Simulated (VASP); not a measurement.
A run of VASP 6.6.1:

INCAR

```
SYSTEM = MoI3
PREC = Accurate ; ENCUT = 520
EDIFF = 1E-7 ; ISMEAR = 0
SIGMA = 0.1 ; LREAL = .FALSE.
LASPH = .TRUE. ; NELM = 150
ALGO = Normal ; ISIF = 2
LWAVE = .FALSE. ; LCHARG = .FALSE.
ISPIN = 2 ; MAGMOM = 1 1 0 0 0 0 0 0
LORBIT = 11 ; LMAXMIX = 4
GGA = PE ; NBANDS = 49
```

The input KPOINTS:

```
Automatic mesh
0
G
  3 3 6
  0 0 0
```

The input POSCAR:

```
MoI3
1.0
   10.7943360120      0.0000000000      0.0000000000
   -5.3971680060      9.3481692033      0.0000000000
    0.0000000000      0.0000000000      3.7810978400
Mo I
2 6
Direct
    0.3333333300      0.6666666700      0.7500000000
    0.6666666700      0.3333333300      0.2500000000
    0.2193895800      0.4387791500      0.2500000000
    0.2193895800      0.7806104200      0.2500000000
    0.5612208500      0.7806104200      0.2500000000
    0.7806104200      0.5612208500      0.7500000000
    0.7806104200      0.2193895800      0.7500000000
    0.4387791500      0.2193895800      0.7500000000
```

Potentials or basis: VASP PAW PBE potentials, release 64 (Mo_sv, I).

Command:

```sh
$ cat potpaw_PBE.64/Mo_sv/POTCAR potpaw_PBE.64/I/POTCAR > POTCAR
$ mpirun -np 1 vasp_std > vasp.out
```

Hardware: 1 thread of Intel(R) Xeon(R) Platinum 8488C (Sapphire Rapids) (shared host).

**Question.** Estimate the wall time of this run.

**Answer.** Run time: 12 min on 1 thread of Intel(R) Xeon(R) Platinum 8488C (Sapphire Rapids) (shared host), peak memory 0.76 GiB. Counts: scf iterations 22, k points 12.
